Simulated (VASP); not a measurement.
# Mo: single point with r2SCAN

Mo:

```
Mo
1.0
    -1.57642    1.57642    1.57642
     1.57642   -1.57642    1.57642
     1.57642    1.57642   -1.57642
Mo
1
Cartesian
  0.0000 0.0000 0.0000
```

```json
{"Program": "VASP 6.6.1", "Task": "single point", "Functional": "r2SCAN", "Potentials or basis": "VASP PAW PBE potentials, release 64 (Mo_sv)", "Cutoff": "520 eV", "k mesh": "14 × 14 × 14", "Occupations": "methfessel-paxton, width 0.03 eV", "Spin": "no spin polarisation"}
```

* Pressure: 1.3 GPa
* Band gap on the k mesh: zero (bands 7 and 8 overlap by 5.54 eV)

Levels at points of the mesh, in eV from the Fermi level:
```csv
k point,band 3,band 4,band 5,band 6,band 7,band 8,band 9,band 10,band 11,band 12
"(0.00, 0.00, 0.00)",-35.77,-35.77,-7.70,-1.48,-1.48,-1.48,1.85,1.85,15.44,15.44
"(0.50, 0.00, 0.00)",-36.24,-35.78,-5.63,-3.63,1.52,1.82,2.52,4.85,12.15,12.46
"(0.50, 0.50, 0.50)",-36.80,-36.80,-5.68,-5.68,4.06,4.06,4.06,9.41,9.41,9.41
```

Run time: 44 s on 1 thread of Intel(R) Xeon(R) Platinum 8559C (Emerald Rapids) (shared host), peak memory 0.14 GiB.

Caveat: the PAW data sets were made with another functional, which shifts forces and pressure a little.
